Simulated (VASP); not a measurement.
Crystal: Sn2TeS3.

```
Sn Te S
1.0
     4.17578    0.00000    0.00000
    -2.08789    3.61633    0.00000
     0.00000    0.00000    9.97322
Sn Te S
2 1 3
Direct
  0.33333 0.66667 0.67558
  0.66667 0.33333 0.32442
  0.00000 0.00000 0.00000
  0.00000 0.00000 0.50000
  0.33333 0.66667 0.17808
  0.66667 0.33333 0.82191
```

The cell was built from a structure type or drawn by symmetry, and may not be a known phase.

```yaml
Program: VASP 6.6.1
Task: relaxation of cell and atoms
Functional: PBE
Potentials_or_basis: VASP PAW PBE potentials, release 64 (Sn_d, Te, S)
Cutoff: 600 eV
k_mesh: 12 × 12 × 4
Occupations: gaussian, width 0.1 eV
Spin: no spin polarisation
```

At the start: pressure -1.2 GPa; volume 25.10 Å³/atom.

Where does the relaxation end?

Over 16 steps the energy falls by 29.9 meV/atom and the volume is 24.17 Å³/atom (-3.7 %); space group P-3m1 (No. 164, to 0.1 Å) before and after.

Step by step:
```
step  energy change (eV)  largest force (eV/Å)  pressure (GPa)  volume (Å³)
   1              0.0000                0.3435           -1.24       150.61
   2             -0.0369                0.2514            0.18       146.40
   3             -0.0402                0.2101            0.85       144.68
   4             -0.0743                0.1937            0.72       144.80
   5             -0.1259                0.3552            0.34       144.94
   6             -0.1485                0.2685           -0.56       146.88
   7             -0.1507                0.2337           -0.95       147.73
   8             -0.1674                0.1585           -0.52       146.19
   9             -0.1749                0.0710            0.04       144.35
  10             -0.1749                0.0649            0.10       144.23
  11             -0.1767                0.0505            0.05       144.46
  12             -0.1793                0.0147           -0.09       145.17
  13             -0.1794                0.0157           -0.12       145.30
  14             -0.1794                0.0161            0.16       144.67
  15             -0.1796                0.0156            0.03       144.96
  16             -0.1797                0.0093            0.02       145.03
```

Final structure:
```yaml
crystal:
  lattice:
    - [4.32679, 0.00000, 0.00000]
    - [-2.16340, 3.74711, 0.00000]
    - [0.00000, 0.00000, 8.94556]
  atoms:
    - { symbol: Sn, position: [0.33333, 0.66667, 0.67385] }
    - { symbol: Sn, position: [0.66667, 0.33333, 0.32615] }
    - { symbol: Te, position: [0.00000, 0.00000, 0.00000] }
    - { symbol: S, position: [0.00000, 0.00000, 0.50000] }
    - { symbol: S, position: [0.33333, 0.66667, 0.16030] }
    - { symbol: S, position: [0.66667, 0.33333, 0.83970] }
```
